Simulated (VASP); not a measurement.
Be: single point with PBE

Be:

```xyz
2
Lattice="2.2657 0.0000 0.0000 -1.1328 1.9621 0.0000 0.0000 0.0000 3.5587" Properties=species:S:1:pos:R:3 pbc="T T T"
Be    0.0000    1.3081    0.8897
Be    1.1328    0.6540    2.6690
```

```json
{"Program": "VASP 6.6.1", "Task": "single point", "Functional": "PBE", "Potentials or basis": "VASP PAW PBE potentials, release 64 (Be)", "Cutoff": "520 eV", "k mesh": "16 × 16 × 9", "Occupations": "methfessel-paxton, width 0.2 eV", "Spin": "no spin polarisation"}
```

```yaml
Pressure: 0.1 GPa
Band_gap_on_the_k_mesh: zero (bands 2 and 3 overlap by 1.60 eV)
```

Stress tensor (GPa, compression positive):
```
0.17 0.00 0.00
0.00 0.17 0.00
0.00 0.00 0.08
```

Levels at points of the mesh, in eV from the Fermi level:
| k point | band 1 | band 2 | band 3 | band 4 | band 5 | band 6 |
| --- | --- | --- | --- | --- | --- | --- |
| (0.00, 0.00, 0.00) | -11.31 | -4.38 | 1.19 | 15.97 | 15.97 | 18.83 |
| (0.50, 0.00, 0.00) | -4.98 | -3.11 | 3.67 | 6.54 | 6.81 | 9.40 |

It took 31 s on 1 thread of Intel Xeon 8259CL (shared host), peak memory 0.13 GiB.
